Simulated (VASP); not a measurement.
Here is a VASP 6.6.1 calculation.

POSCAR

```
ZnIr2
1.0
    0.0000000000      3.6229897809      3.6229897809
    3.6229897809      0.0000000000      3.6229897809
    3.6229897809      3.6229897809      0.0000000000
Zn Ir
2 4
Direct
    0.5000000000      0.5000000000      0.5000000000
    0.7500000000      0.7500000000      0.7500000000
    0.1250000000      0.1250000000      0.1250000000
    0.6250000000      0.1250000000      0.1250000000
    0.1250000000      0.1250000000      0.6250000000
    0.1250000000      0.6250000000      0.1250000000
```

INCAR.step1

```
SYSTEM = ZnIr2
  PREC = Accurate
  ENCUT = 520
  ISMEAR = 0
  SIGMA = 0.1
  LREAL = .FALSE.
  LASPH = .TRUE.
  NELM = 100
  NBANDS = 39
  GGA = PE
  ALGO = Normal
  EDIFF = 1E-4
  LWAVE = .TRUE.
  LCHARG = .FALSE.
```

Contents of INCAR.step2:

```
SYSTEM = ZnIr2
  PREC = Accurate
  ENCUT = 520
  EDIFF = 1E-6
  ISMEAR = 0
  SIGMA = 0.1
  LREAL = .FALSE.
  LASPH = .TRUE.
  NELM = 100
  ALGO = Normal
  ISIF = 2
  LWAVE = .FALSE.
  LCHARG = .FALSE.
  METAGGA = R2SCAN
  LMIXTAU = .TRUE.
  NBANDS = 39
  ISTART = 1
```

KPOINTS

```
Automatic mesh
0
G
  10 10 10
  0 0 0
```

Potentials or basis: VASP PAW PBE potentials, release 64 (Zn, Ir).

The run is started by

```sh
$ cat potpaw_PBE.64/Zn/POTCAR potpaw_PBE.64/Ir/POTCAR > POTCAR
$ cp INCAR.step1 INCAR
$ mpirun -np 1 vasp_std > vasp.out
$ cp INCAR.step2 INCAR
$ mpirun -np 1 vasp_std > vasp.out
```

(1) Predict the band gap on the k mesh.

(2) Predict the pressure.

Results:

(1) zero (bands 30 and 31 overlap by 1.04 eV).

(2) 1.4 GPa.

Caveat: the PAW data sets were made with another functional, which shifts forces and pressure a little; spin-orbit coupling is left out, which moves the levels of the heavy elements.
